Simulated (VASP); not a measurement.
# Hf (P6_3/mmc) in VASP: a series of runs

Hf is run at these levels: LDA; tasks: single point.

Program: VASP 6.6.1. These are calculated values, not measurements. Logs are shortened: lines on timing, memory, paths and dates and some standing lists are left out, and cuts for length are marked.

## Step 1: The cell of the first run

Symmetry: P6_3/mmc, No. 194, hexagonal system. The conventional cell has a = 3.197 Å, b = 3.197 Å, c = 5.058 Å, α = 90.00°, β = 90.00°, γ = 120.00°. Hf (site symmetry -6m2) has 12 Hf at 3.13 to 3.20 Å within 4.1 Å.

## Step 2: Single point, LDA, collinear spin, ferromagnetic start

INCAR

```
ALGO = Normal
EDIFF = 1E-6
ENCUT = 520
GGA = CA
ISIF = 2
ISMEAR = -1
ISPIN = 2
LASPH = True
LCHARG = False
LMAXMIX = 4
LORBIT = 11
LREAL = False
LWAVE = False
MAGMOM = 1.6 1.6
NBANDS = 21
NELM = 150
NUPDOWN = 3.2
PREC = Accurate
SIGMA = 0.05
```

KPOINTS

```
k-points
0
Gamma
  12 12 7
```

POSCAR

```
Hf
1.0
    3.1967000000      0.0000000000      0.0000000000
   -1.5983500000      2.7684234083      0.0000000000
    0.0000000000      0.0000000000      5.0578000000
Hf
2
Direct
    0.3333333333      0.6666666667      0.2500000000
    0.6666666667      0.3333333333      0.7500000000
```

Potentials or basis: VASP PAW LDA potentials, release 64 (Hf_pv).

On the command line:

```
> cat potpaw_LDA.64/Hf_pv/POTCAR > POTCAR
> mpirun -np 1 vasp_std > vasp.out
```

OUTCAR:

```text
EDIFF = 1E-6
   ENCUT = 520
   GGA = CA
   ISIF = 2
   ISMEAR = -1
   ISPIN = 2
   LASPH = True
   LORBIT = 11
   LREAL = False
   NELM = 150
   NUPDOWN = 3.2
   PREC = Accurate

 ion  position               nearest neighbor table
   1  0.333  0.667  0.250-   2 3.13   2 3.13   2 3.13   2 3.13   2 3.13   2 3.13
   2  0.667  0.333  0.750-   1 3.13   1 3.13   1 3.13   1 3.13   1 3.13   1 3.13

  LATTYP: Found a hexagonal cell.
 ALAT       =     3.1967000000
 C/A-ratio  =     1.5821941377

  Lattice vectors:

 A1 = (   3.1967000000,   0.0000000000,   0.0000000000)
 A2 = (  -1.5983500000,   2.7684234083,   0.0000000000)
 A3 = (   0.0000000000,   0.0000000000,   5.0578000000)

Analysis of symmetry for initial positions (statically):
=====================================================================
 Subroutine PRICEL returns:
 Original cell was already a primitive cell.

 Routine SETGRP: Setting up the symmetry group for a
 hexagonal supercell.

 Subroutine GETGRP returns: Found 24 space group operations
 (whereof 12 operations were pure point group operations)
 out of a pool of 24 trial point group operations.

The static configuration has the point symmetry D_3d.
 The point group associated with its full space group is D_6h.

Analysis of symmetry for dynamics (positions and initial velocities):
=====================================================================
 Subroutine PRICEL returns:
 Original cell was already a primitive cell.

 Routine SETGRP: Setting up the symmetry group for a
 hexagonal supercell.

 Subroutine GETGRP returns: Found 24 space group operations
 (whereof 12 operations were pure point group operations)
 out of a pool of 24 trial point group operations.

The dynamic configuration has the point symmetry D_3d.
 The point group associated with its full space group is D_6h.

Analysis of structural, dynamic, and magnetic symmetry:
=====================================================================
 Subroutine PRICEL returns:
 Original cell was already a primitive cell.

 Routine SETGRP: Setting up the symmetry group for a
 hexagonal supercell.

 Subroutine GETGRP returns: Found 24 space group operations
 (whereof 12 operations were pure point group operations)
 out of a pool of 24 trial point group operations.

The overall configuration has the point symmetry D_3d.
 The point group associated with its full space group is D_6h.

 Subroutine INISYM returns: Found 24 space group operations
 (whereof 12 operations are pure point group operations),
 and found     1 'primitive' translations

----------------------------------------------------------------------------------------

                                     Primitive cell

  volume of cell :      44.7606

  direct lattice vectors                    reciprocal lattice vectors
     3.196700000  0.000000000  0.000000000     0.312822598  0.180608211  0.000000000
    -1.598350000  2.768423408  0.000000000     0.000000000  0.361216423  0.000000000
     0.000000000  0.000000000  5.057800000     0.000000000  0.000000000  0.197714421

  length of vectors
     3.196700000  3.196700000  5.057800000     0.361216423  0.361216423  0.197714421

  position of ions in fractional coordinates (direct lattice)
     0.333333333  0.666666667  0.250000000
     0.666666667  0.333333333  0.750000000

  ion indices of the primitive-cell ions
   primitive index   ion index
                 1           1
                 2           2

----------------------------------------------------------------------------------------

 KPOINTS: k-points

Automatic generation of k-mesh.
 Grid dimensions read from file:
 generate k-points for:   12   12    7

 Generating k-lattice:

  Cartesian coordinates                     Fractional coordinates (reciprocal lattice)
     0.026068550  0.015050684  0.000000000     0.083333333  0.000000000  0.000000000
     0.000000000  0.030101369  0.000000000     0.000000000  0.083333333  0.000000000
     0.000000000  0.000000000  0.028244917     0.000000000  0.000000000  0.142857143

  Length of vectors
     0.030101369  0.030101369  0.028244917

  Shift w.r.t. Gamma in fractional coordinates (k-lattice)
     0.000000000  0.000000000  0.000000000

 Subroutine IBZKPT returns following result:
 ===========================================

 Found     76 irreducible k-points:

 Following reciprocal coordinates:
            Coordinates               Weight
  0.000000  0.000000  0.000000      1.000000
  0.083333  0.000000  0.000000      6.000000
  0.166667 -0.000000  0.000000      6.000000
  0.250000 -0.000000  0.000000      6.000000
  0.333333  0.000000  0.000000      6.000000
  0.416667  0.000000  0.000000      6.000000
[... 16 lines left out ...]
  0.250000 -0.000000  0.142857     12.000000
  0.333333  0.000000  0.142857     12.000000
 [... further k-points ...]
   k-points           NKPTS =     76   k-points in BZ     NKDIM =     76   number of bands    NBANDS=     21
   number of dos      NEDOS =    301   number of ions     NIONS =      2
   total plane-waves  NPLWV =  23040
   dimension x,y,z NGX =    24 NGY =   24 NGZ =   40
   dimension x,y,z NGXF=    48 NGYF=   48 NGZF=   80
   ions per type =               2
   NGX,Y,Z   is equivalent  to a cutoff of  12.48, 12.48, 13.15 a.u.
   NGXF,Y,Z  is equivalent  to a cutoff of  24.96, 24.96, 26.30 a.u.
 SYSTEM =  unknown system
   PREC   = accura    normal or accurate (medium, high low for compatibility)
   ISTART =      0    job   : 0-new  1-cont  2-samecut
   ICHARG =      2    charge: 1-file 2-atom 10-const
   ISPIN  =      2    spin polarized calculation?
   LNONCOLLINEAR =      F non collinear calculations
   LSORBIT =      F    spin-orbit coupling
   LASPH  =      T    aspherical Exc in radial PAW
   ENCUT  =  520.0 eV  38.22 Ry    6.18 a.u.   5.94  5.94  9.40*2*pi/ulx,y,z
   NELM   =    150;   NELMIN=  2; NELMDL= -5     # of ELM steps
   EDIFF  = 0.1E-05   stopping-criterion for ELM
   LREAL  =      F    real-space projection
   EDIFFG = 0.1E-04   stopping-criterion for IOM
   NSW    =      0    number of steps for IOM
   IBRION =     -1    ionic relax: 0-MD 1-quasi-New 2-CG
   NFREE  =      0    steps in history (QN), initial steepest desc. (CG)
   ISIF   =      2    stress and relaxation
   ISYM   =      2    0-nonsym 1-usesym 2-fastsym
   POTIM  = 0.5000    time-step for ionic-motion
   TEBEG  =    0.0;   TEEND  =   0.0 temperature during run
   PSTRESS=    0.0 pullay stress
   NELECT =      20.0000    total number of electrons
   NUPDOWN=       3.2000    fix difference up-down
   EMIN   =  10.00;   EMAX   =-10.00  energy-range for DOS
   EFERMI =   0.00;   METHOD = LEGACY
   ISMEAR =    -1;   SIGMA  =   0.05  broadening in eV -4-tet -1-fermi 0-gaus
   EFERMI_NEDOS =   21; number of points for ismear=-14 and -15
   IALGO  =     38    algorithm
   IMIX   =      4    mixing-type and parameters
     AMIX     =   0.40;   BMIX     =  1.00
     AMIX_MAG =   1.60;   BMIX_MAG =  1.00
  volume/ion in A,a.u.               =      22.38       151.03
  Fermi-wavevector in a.u.,A,eV,Ry     =   1.251563  2.365112 21.312311  1.566411
  Thomas-Fermi vector in A             =   2.385505
   LORBIT       =     11    0 simple, 1 ext, 2 COOP (PROOUT), +10 PAW based schemes
   GGA     = CA    functional components
   LHFCALC =     F    Hartree Fock is set to
   AEXX    =    0.0000 exact exchange contribution
   IVDW    =     0    specifies the selected vdW correction
   LEPSILON=     F    determine dielectric tensor
   LRPA    =     F    only Hartree local field effects (RPA)
 spin polarized calculation
  energy-cutoff  :      520.00
  volume of cell :       44.76
 maximum number of plane-waves:      1224
 NGX is ok and might be reduce to    24
   NGX = 11   NGY = 11   NGZ = 19

 number of electron      20.0000004 magnetization       3.2000000

 Free energy of the ion-electron system (eV)
  ---------------------------------------------------
  ext. energy  EPLUGINS =         0.00000000
  ---------------------------------------------------
  free energy    TOTEN  =       -19.85351964 eV

  energy without entropy =      -19.83142716  energy(sigma->0) =      -19.84247340

 E-fermi :   3.8675     XC(G=0): -11.4164

 val. band max:        5.4391879051   @ k =   0.4167   0.0000   0.1429
 cond. band min:       3.8695155058   @ k =   0.1667   0.1667   0.1429
 fundamental gap:     -1.5696723994
 Fermi energy:         5.4611675271

 spin component 1

 k-point     1 :       0.0000    0.0000    0.0000
  band No.  band energies     occupation
      1     -26.2115      1.00000
      2     -25.5155      1.00000
      3     -25.5155      1.00000
      4     -25.3812      1.00000
      5     -25.3812      1.00000
      6     -25.2960      1.00000
[... 13 lines left out ...]
     20      15.4578      0.00000
     21      16.6869      0.00000
[... 529 lines left out ...]
 k-point    24 :       0.3333    0.0000    0.1429
  band No.  band energies     occupation
      1     -26.0410      1.00000
      2     -25.8851      1.00000
      3     -25.8249      1.00000
      4     -25.6462      1.00000
      5     -25.4606      1.00000
      6     -25.4345      1.00000
[... 13 lines left out ...]
     20      16.0629      0.00000
     21      16.6981      0.00000

 [... further k-points ...]

 spin component 2

 k-point     1 :       0.0000    0.0000    0.0000
  band No.  band energies     occupation
      1     -25.6943      1.00000
      2     -25.0581      1.00000
      3     -25.0581      1.00000
      4     -24.9298      1.00000
      5     -24.9298      1.00000
      6     -24.8217      1.00000
[... 13 lines left out ...]
     20      16.5141      0.00000
     21      17.0896      0.00000
[... 529 lines left out ...]
 k-point    24 :       0.3333    0.0000    0.1429
  band No.  band energies     occupation
      1     -25.5477      1.00000
      2     -25.4025      1.00000
      3     -25.3423      1.00000
      4     -25.1831      1.00000
      5     -25.0059      1.00000
      6     -24.9554      1.00000
[... 13 lines left out ...]
     20      16.8813      0.00000
     21      17.0949      0.00000

 [... further k-points ...]

------------------------ aborting loop because EDIFF is reached ----------------------------------------

  FORCE on cell =-STRESS in cart. coord.  units (eV):
  Direction    XX          YY          ZZ          XY          YZ          ZX
  --------------------------------------------------------------------------------------
  -------------------------------------------------------------------------------------
  Total       -1.1548364     -1.1548364      1.5444459      0.0000000      0.0000000      0.0000000
  in kB      -41.3366234    -41.3366234     55.2824434      0.0000000      0.0000000      0.0000000
  external PRESSURE =      -9.1302678 kB  Pullay stress =       0.0000000 kB

 VOLUME and BASIS-vectors are now :
 -----------------------------------------------------------------------------
  energy-cutoff  :      520.00
  volume of cell :       44.76
      direct lattice vectors                 reciprocal lattice vectors
     3.196700000  0.000000000  0.000000000     0.312822598  0.180608211  0.000000000
    -1.598350000  2.768423408  0.000000000     0.000000000  0.361216423  0.000000000
     0.000000000  0.000000000  5.057800000     0.000000000  0.000000000  0.197714421

 POSITION                                       TOTAL-FORCE (eV/Angst)
 -----------------------------------------------------------------------------------
     -0.00000      1.84562      1.26445         0.000000      0.000000      0.000000
      1.59835      0.92281      3.79335        -0.000000     -0.000000      0.000000
 -----------------------------------------------------------------------------------
    total drift:                               -0.000000      0.000000     -0.000000

  FREE ENERGIE OF THE ION-ELECTRON SYSTEM (eV)
  ---------------------------------------------------
  free  energy   TOTEN  =       -19.8535196352 eV

  energy  without entropy=      -19.8314271647  energy(sigma->0) =      -19.84247340

 total charge

# of ion       s       p       d       tot
------------------------------------------
    1        0.397   6.370   1.617   8.384
    2        0.397   6.370   1.617   8.384
--------------------------------------------------
tot          0.794  12.741   3.234  16.769

 magnetization (x)

# of ion       s       p       d       tot
------------------------------------------
    1        0.019   0.246   0.847   1.112
    2        0.019   0.246   0.847   1.112
--------------------------------------------------
tot          0.039   0.492   1.694   2.225
```

It took 50 s on 1 thread of Intel Xeon 6975P-C (Granite Rapids), shared host; peak memory 0.21 GiB.

Results:

```
Free energy                                           : -19.8535 eV
Pressure                                              : -0.9 GPa
Net moment                                            : 3.20 μB per cell
Site moments                                          : Hf +1.11 μB
Valence electrons inside the program's atomic spheres : Hf 8.38
```

Caveat: spin-orbit coupling is left out, which moves the levels of the heavy elements; the total moment is fixed, so each spin has its own Fermi level.

## Step 3: Single point, LDA, collinear spin, ferromagnetic start

INCAR

```
PREC = Accurate
ENCUT = 520
EDIFF = 1E-6
ISMEAR = -1
SIGMA = 0.05
LREAL = False
LASPH = True
NELM = 150
ALGO = Normal
ISIF = 2
LWAVE = False
LCHARG = False
ISPIN = 2
MAGMOM = 1.6 1.6
LORBIT = 11
NUPDOWN = 3.2
LMAXMIX = 4
NBANDS = 21
```

KPOINTS

```
Automatic mesh
0
Gamma
  12 12 7
```

POSCAR is that of step 2.

Potentials or basis: VASP PAW LDA potentials, release 64 (Hf_pv).

On the command line:

```
> cat potpaw_LDA.64/Hf_pv/POTCAR > POTCAR
> mpirun -np 1 vasp_std > vasp.out
```

It took 48 s on 1 thread of Intel Xeon 6975P-C (Granite Rapids), shared host; peak memory 0.21 GiB.

The run converged. Its results:

- Free energy: -19.8535 eV
- Pressure: -0.9 GPa
- Net moment: 3.20 μB per cell
- Site moments: Hf +1.11 μB
- Valence electrons inside the program's atomic spheres: Hf 8.38

Stress tensor (GPa, compression positive):
```
-4.13  0.00  0.00
 0.00 -4.13  0.00
 0.00  0.00  5.53
```

Caveat: spin-orbit coupling is left out, which moves the levels of the heavy elements; the total moment is fixed, so each spin has its own Fermi level.

## Step 4: Single point, LDA, collinear spin, ferromagnetic start

INCAR

```
ALGO = Normal
EDIFF = 1E-6
ENCUT = 520
ISIF = 2
ISMEAR = -1
ISPIN = 2
LASPH = T
LCHARG = T
LELF = T
LMAXMIX = 4
LORBIT = 11
LREAL = F
LVHAR = T
LWAVE = F
MAGMOM = 0.4 0.4
NBANDS = 21
NELM = 150
NUPDOWN = 0.8
PREC = Accurate
SIGMA = 0.05
```

KPOINTS

```
k-points
0
Gamma
  12 12 7
```

POSCAR is that of step 3.

On the command line:

```
> cat potpaw_LDA.64/Hf_pv/POTCAR > POTCAR
> mpirun -np 1 vasp_std > vasp.out
```

Wall time 38 s (1 thread of Intel Xeon 6975P-C (Granite Rapids), shared host); peak memory 0.22 GiB.

Results (log left out):

- Free energy: -21.1742 eV
- Pressure: -7.0 GPa
- Net moment: 0.80 μB per cell
- Site moments: Hf +0.28 μB
- Valence electrons inside the program's atomic spheres: Hf 8.36

Stress tensor (GPa, compression positive):
```
-7.43  0.00  0.00
 0.00 -7.43  0.00
 0.00  0.00 -6.19
```

Caveat: spin-orbit coupling is left out, which moves the levels of the heavy elements; the total moment is fixed, so each spin has its own Fermi level.

## Step 5: Single point, LDA, collinear spin, ferromagnetic start

INCAR

```
SYSTEM = Hf
ALGO = Normal
EDIFF = 1E-7
ENCUT = 520
ISIF = 2
ISMEAR = -1
ISPIN = 2
LASPH = .True.
LCHARG = .True.
LELF = .True.
LMAXMIX = 4
LORBIT = 11
LREAL = .False.
LVHAR = .True.
LWAVE = .False.
MAGMOM = 0.6 0.6
NBANDS = 21
NELM = 150
NUPDOWN = 1.2
PREC = Accurate
SIGMA = 0.05
```

KPOINTS

```
k-points
0
Gamma
  12 12 7
  0 0 0
```

POSCAR is that of step 4.

On the command line:

```
> cat potpaw_LDA.64/Hf_pv/POTCAR > POTCAR
> mpirun -np 1 vasp_std > vasp.out
```

Wall time 38 s (1 thread of Intel Xeon 6975P-C (Granite Rapids), shared host); peak memory 0.21 GiB.

It converged, with:

- Free energy: -21.0245 eV
- Pressure: -6.4 GPa
- Net moment: 1.20 μB per cell
- Site moments: Hf +0.42 μB
- Valence electrons inside the program's atomic spheres: Hf 8.36

Stress tensor (GPa, compression positive):
```
-7.24  0.00  0.00
 0.00 -7.24  0.00
 0.00  0.00 -4.81
```

Caveat: spin-orbit coupling is left out, which moves the levels of the heavy elements; the total moment is fixed, so each spin has its own Fermi level.

## Step 6: Single point, LDA, collinear spin, ferromagnetic start

INCAR

```
SYSTEM = Hf
PREC = Accurate ; ENCUT = 520
EDIFF = 1E-6 ; ISMEAR = -1
SIGMA = 0.05 ; LREAL = .False.
LASPH = .True. ; NELM = 150
ALGO = Normal ; ISIF = 2
LWAVE = .False. ; LCHARG = .False.
ISPIN = 2 ; MAGMOM = 0.9 0.9
LORBIT = 11 ; NUPDOWN = 1.8
LMAXMIX = 4 ; NBANDS = 21
```

KPOINTS

```
Automatic mesh
0
Gamma
  12 12 7
  0 0 0
```

POSCAR is that of step 5.

Potentials or basis: VASP PAW LDA potentials, release 64 (Hf_pv).

On the command line:

```
> cat potpaw_LDA.64/Hf_pv/POTCAR > POTCAR
> mpirun -np 1 vasp_std > vasp.out
```

Run time: 35 s. Hardware: 1 thread of Intel Xeon 6975P-C (Granite Rapids), shared host; peak memory 0.21 GiB.

It converged, with:

```yaml
Free_energy: -20.7452 eV
Pressure: -5.3 GPa
Net_moment: 1.80 μB per cell
Site_moments: Hf +0.63 μB
Valence_electrons_inside_the_program's_atomic_spheres: Hf 8.37
```

Stress tensor (GPa, compression positive):
```
-6.81  0.00  0.00
 0.00 -6.81  0.00
 0.00  0.00 -2.20
```

Caveat: spin-orbit coupling is left out, which moves the levels of the heavy elements; the total moment is fixed, so each spin has its own Fermi level.

## Step 7: Summary

| fixed moment (μB) | pressure (GPa) | moment (μB) |
| --- | --- | --- |
| 3.2 | -0.9 | 3.20 |
| 0.8 | -7.0 | 0.80 |
| 1.2 | -6.4 | 1.20 |
| 1.8 | -5.3 | 1.80 |

Alike in all rows: task single point; level LDA; potentials or basis VASP PAW LDA potentials, release 64 (Hf_pv); spin collinear, ferromagnetic start; cell as given; k mesh 12 × 12 × 7; cutoff (eV) 520; smearing fermi-dirac 0.05 eV.

Caveats: spin-orbit coupling is left out, which moves the levels of the heavy elements; the total moment is fixed, so each spin has its own Fermi level.

Absolute energies hang on the potentials; compare differences alone.
